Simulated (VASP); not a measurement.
# Be3TeF4 (Pm-3m) in VASP: further runs, part 2 of 2

VASP 6.6.1. Earlier steps stand in the parts before.

**4. Single point, PBE**

The input, INCAR:

```
ALGO = Normal ; EDIFF = 1E-6
ENCUT = 520 ; GGA = PE
ISIF = 2 ; ISMEAR = 0
LASPH = T ; LCHARG = T
LELF = T ; LREAL = F
LVHAR = T ; LWAVE = F
NBANDS = 30 ; NELM = 100
PREC = Accurate ; SIGMA = 0.2
```

The input, KPOINTS:

```
k-points
0
Gamma
  4 4 4
```

The input, POSCAR:

```
Be3TeF4
1.0
    4.8463530461      0.0000000000      0.0000000000
    0.0000000000      4.8463530461      0.0000000000
    0.0000000000      0.0000000000      4.8463530461
Be Te F
3 1 4
Direct
    0.5000000000      0.0000000000      0.0000000000
    0.0000000000      0.5000000000      0.0000000000
    0.0000000000      0.0000000000      0.5000000000
    0.5000000000      0.5000000000      0.5000000000
    0.0000000000      0.0000000000      0.0000000000
    0.0000000000      0.5000000000      0.5000000000
    0.5000000000      0.0000000000      0.5000000000
    0.5000000000      0.5000000000      0.0000000000
```

Potentials or basis: VASP PAW PBE potentials, release 64 (Be, Te, F).

The run is started by

```
> cat potpaw_PBE.64/Be/POTCAR potpaw_PBE.64/Te/POTCAR potpaw_PBE.64/F/POTCAR > POTCAR
> mpirun -np 1 vasp_std > vasp.out
```

OUTCAR:

```text
EDIFF = 1E-6
   ENCUT = 520
   GGA = PE
   ISIF = 2
   ISMEAR = 0
   LASPH = T
   LREAL = F
   NELM = 100
   PREC = Accurate

 ion  position               nearest neighbor table
   1  0.500  0.000  0.000-
   2  0.000  0.500  0.000-
   3  0.000  0.000  0.500-
   4  0.500  0.500  0.500-   6 2.42   7 2.42   8 2.42   8 2.42   7 2.42   6 2.42
   5  0.000  0.000  0.000-
   6  0.000  0.500  0.500-   4 2.42   4 2.42
   7  0.500  0.000  0.500-   4 2.42   4 2.42
   8  0.500  0.500  0.000-   4 2.42   4 2.42

  LATTYP: Found a simple cubic cell.
 ALAT       =     4.8463530461

  Lattice vectors:

 A1 = (   4.8463530461,   0.0000000000,   0.0000000000)
 A2 = (   0.0000000000,   4.8463530461,   0.0000000000)
 A3 = (   0.0000000000,   0.0000000000,   4.8463530461)

Analysis of symmetry for initial positions (statically):
=====================================================================
 Subroutine PRICEL returns:
 Original cell was already a primitive cell.

 Routine SETGRP: Setting up the symmetry group for a
 simple cubic supercell.

 Subroutine GETGRP returns: Found 48 space group operations
 (whereof 48 operations were pure point group operations)
 out of a pool of 48 trial point group operations.

The static configuration has the point symmetry O_h .

Analysis of symmetry for dynamics (positions and initial velocities):
=====================================================================
 Subroutine PRICEL returns:
 Original cell was already a primitive cell.

 Routine SETGRP: Setting up the symmetry group for a
 simple cubic supercell.

 Subroutine GETGRP returns: Found 48 space group operations
 (whereof 48 operations were pure point group operations)
 out of a pool of 48 trial point group operations.

[... 116 lines left out ...]
     AMIX     =   0.40;   BMIX     =  1.00
     AMIX_MAG =   1.60;   BMIX_MAG =  1.00
  volume/ion in A,a.u.               =      14.23        96.02
  Fermi-wavevector in a.u.,A,eV,Ry     =   1.155260  2.183125 18.158688  1.334626
  Thomas-Fermi vector in A             =   2.291890
   LORBIT       =      0    0 simple, 1 ext, 2 COOP (PROOUT), +10 PAW based schemes
   GGA     = PE    functional components
   LHFCALC =     F    Hartree Fock is set to
   AEXX    =    0.0000 exact exchange contribution
   IVDW    =     0    specifies the selected vdW correction
   LEPSILON=     F    determine dielectric tensor
   LRPA    =     F    only Hartree local field effects (RPA)
 non-spin polarized calculation
 Gauss-broadening in eV      SIGMA  =   0.20
  energy-cutoff  :      520.00
  volume of cell :      113.83
 maximum number of plane-waves:      3112
   NGX = 19   NGY = 19   NGZ = 19

 number of electron      39.9999945 magnetization

 Free energy of the ion-electron system (eV)
  ---------------------------------------------------
  ext. energy  EPLUGINS =         0.00000000
  ---------------------------------------------------
  free energy    TOTEN  =       -23.44703437 eV

  energy without entropy =      -23.39065193  energy(sigma->0) =      -23.41884315

 E-fermi :   4.7640     XC(G=0):  -9.4092

 val. band max:        4.7498914369   @ k =   0.2500   0.2500   0.0000
 cond. band min:       4.9979966642   @ k =   0.2500   0.0000   0.0000
 fundamental gap:      0.2481052273
 Fermi energy:         4.7640085830

 k-point     1 :       0.0000    0.0000    0.0000
  band No.  band energies     occupation
      1     -20.5274      2.00000
      2     -20.2382      2.00000
      3     -20.2382      2.00000
      4     -19.7323      2.00000
      5      -6.4586      2.00000
      6      -3.8428      2.00000
[... 319 lines left out ...]
     29       9.0092      0.00000
     30       9.0092      0.00000

------------------------ aborting loop because EDIFF is reached ----------------------------------------

  FORCE on cell =-STRESS in cart. coord.  units (eV):
  Direction    XX          YY          ZZ          XY          YZ          ZX
  --------------------------------------------------------------------------------------
  -------------------------------------------------------------------------------------
  Total       -0.2610860     -0.2610860     -0.2610860     -0.0000000     -0.0000000     -0.0000000
  in kB       -3.6749299     -3.6749299     -3.6749299     -0.0000000     -0.0000000     -0.0000000
  external PRESSURE =      -3.6749299 kB  Pullay stress =       0.0000000 kB

 VOLUME and BASIS-vectors are now :
 -----------------------------------------------------------------------------
  energy-cutoff  :      520.00
  volume of cell :      113.83
      direct lattice vectors                 reciprocal lattice vectors
     4.846353046  0.000000000  0.000000000     0.206340725  0.000000000  0.000000000
     0.000000000  4.846353046  0.000000000     0.000000000  0.206340725  0.000000000
     0.000000000  0.000000000  4.846353046     0.000000000  0.000000000  0.206340725

 POSITION                                       TOTAL-FORCE (eV/Angst)
 -----------------------------------------------------------------------------------
      2.42318      0.00000      0.00000         0.000000      0.000000      0.000000
      0.00000      2.42318      0.00000         0.000000      0.000000      0.000000
      0.00000      0.00000      2.42318         0.000000      0.000000      0.000000
      2.42318      2.42318      2.42318         0.000000      0.000000      0.000000
      0.00000      0.00000      0.00000         0.000000      0.000000      0.000000
      0.00000      2.42318      2.42318         0.000000      0.000000      0.000000
      2.42318      0.00000      2.42318         0.000000      0.000000      0.000000
      2.42318      2.42318      0.00000         0.000000      0.000000      0.000000
 -----------------------------------------------------------------------------------
    total drift:                                0.000000      0.000000      0.000000

  FREE ENERGIE OF THE ION-ELECTRON SYSTEM (eV)
  ---------------------------------------------------
  free  energy   TOTEN  =       -23.4470343690 eV

  energy  without entropy=      -23.3906519271  energy(sigma->0) =      -23.41884315
```

OSZICAR:

```text
N       E                     dE             d eps       ncg     rms          rms(c)
DAV:   1     0.210581797063E+03    0.21058E+03   -0.19003E+04   600   0.118E+03
DAV:   2    -0.964590265636E+01   -0.22023E+03   -0.20938E+03   766   0.253E+02
DAV:   3    -0.261487342124E+02   -0.16503E+02   -0.16276E+02   726   0.734E+01
[... 19 lines left out ...]
DAV:  23    -0.234470385920E+02    0.58095E-05   -0.18829E-05   656   0.312E-02    0.139E-01
DAV:  24    -0.234470374125E+02    0.11795E-05   -0.10661E-05   618   0.217E-02    0.514E-02
DAV:  25    -0.234470355660E+02    0.18465E-05   -0.89095E-07   324   0.793E-03    0.316E-02
DAV:  26    -0.234470344783E+02    0.10876E-05   -0.25628E-06   444   0.102E-02    0.504E-03
DAV:  27    -0.234470343690E+02    0.10933E-06   -0.18749E-07   306   0.244E-03
   1 F= -.23447034E+02 E0= -.23418843E+02  d E =-.563824E-01
```

stdout:

```text
POSCAR found type information on POSCAR BeTeF
 POSCAR found :  3 types and       8 ions
 scaLAPACK will be used
 LDA part: xc-table for (Slater+PW92), standard interpolation
 POSCAR, INCAR and KPOINTS ok, starting setup
 FFT: planning ... GRIDC
 FFT: planning ... GRID_SOFT
 FFT: planning ... GRID
 WAVECAR not read
 entering main loop
```

Run time: 34 s. Hardware: 1 thread of AMD EPYC 9R45 (Zen 5), shared host; peak memory 0.19 GiB.

What came out:

* Free energy: -23.4470 eV
* Pressure: -0.4 GPa
* Band gap on the k mesh: zero (band 20 reaches 5.04 eV, above the bottom of band 21 at 4.45 eV)

Caveat: spin-orbit coupling is left out, which moves the levels of the heavy elements.

**5. Summary**

```csv
task,cell,k mesh,cutoff (eV),smearing,gap on the mesh (eV),pressure (GPa)
single point,as given,8 × 8 × 8,520,gaussian 0.1 eV,none,-0.4
relaxation of cell and atoms,relaxed,8 × 8 × 8,600,gaussian 0.1 eV,none,-0.1
single point,as given,4 × 4 × 4,520,gaussian 0.2 eV,none,-0.4
```

Alike in all rows: level PBE; potentials or basis VASP PAW PBE potentials, release 64 (Be, Te, F); no spin polarisation.

Caveats: spin-orbit coupling is left out, which moves the levels of the heavy elements.

Total energies depend on the potentials used, so only differences within one code and one set of settings carry meaning.
